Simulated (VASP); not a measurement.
**SiC: single point with r2SCAN**

SiC:

```
CELL_PARAMETERS angstrom
0.00000 2.13371 2.13371
2.13371 0.00000 2.13371
2.13371 2.13371 0.00000
ATOMIC_POSITIONS crystal
Si 0.00000 0.00000 0.00000
C 0.25000 0.25000 0.25000
```

This cell differs from its parent crystal: volume scaled by 0.94.

- Program: VASP 6.6.1
- Task: single point
- Functional: r2SCAN
- Potentials or basis: VASP PAW PBE potentials, release 64 (Si, C)
- Cutoff: 520 eV
- k mesh: 10 × 10 × 10
- Occupations: gaussian, width 0.02 eV
- Spin: no spin polarisation
- Dipole correction: no
- Further INCAR settings: ALGO = Normal; EDIFF = 1e-07; NBANDS = 11

The pressure is 15.6 GPa and the band gap on the k mesh is 1.68 eV, indirect (least direct gap 5.14 eV).

Levels at points of the mesh, in eV from the valence-band top:
```
           k point  band 1  band 2  band 3  band 4  band 5  band 6  band 7  band 8
(0.00, 0.00, 0.00)  -16.69    0.00    0.00    0.00    7.63    8.33    8.33    8.33
(0.50, 0.00, 0.00)  -12.82   -9.17   -1.12   -1.12    6.61    8.03    8.03   11.34
(0.50, 0.50, 0.00)  -11.29   -8.26   -3.46   -3.46    1.68    5.08   15.93   15.93
```

Run time: 30 s on 1 thread of AMD EPYC 9R45 96-Core Processor (Zen 5), on a shared host, peak memory 0.11 GiB.

Caveat: the PAW data sets were made with another functional, which shifts forces and pressure a little. A k mesh can miss the band edges.
